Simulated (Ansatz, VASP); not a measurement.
SiC: VASP beside Ansatz

```
Si C
1.0
     3.07600    0.00000    0.00000
    -1.53800    2.66389    0.00000
     0.00000    0.00000    5.04800
Si C
2 2
Direct
  0.33333 0.66667 0.00000
  0.66667 0.33333 0.50000
  0.33333 0.66667 0.37500
  0.66667 0.33333 0.87500
```

Alike in both runs: task single point; functional PBEsol; k mesh 6 × 6 × 4; occupations gaussian, width 0.1 eV; no spin polarisation.

|  | VASP | Ansatz |
| --- | --- | --- |
| version | VASP 6.6.1 | Ansatz 0.2.0 |
| potentials or method | VASP PAW PBE potentials, release 64 (Si, C), cutoff 520 eV | scalar-relativistic, plane waves, PAW |
| valence electrons in the cell | 16 | 16 |

|  | VASP | Ansatz | Ansatz less VASP |
| --- | --- | --- | --- |
| gap on the k mesh at the Fermi level (eV) | 2.08 | 2.09 | +0.011 |
| least direct gap on the mesh (eV) | 3.84 | 3.85 | +0.010 |
| pressure (GPa) | 0.3 | 0.0 | -0.35 |
| traceless stress, the component that is largest in VASP (GPa) | 0.20 | 0.20 | 0.000 |
| rms of the force components (eV/Å) | 0.047 | 0.047 | +0.0003 |

VASP's potentials were made for PBE, not for PBEsol, and Ansatz warns of the same on its side. Atom by atom the forces differ by 0.000 eV/Å (rms over components). The functional is the same, so the differences come from potentials, cutoffs and numerics.
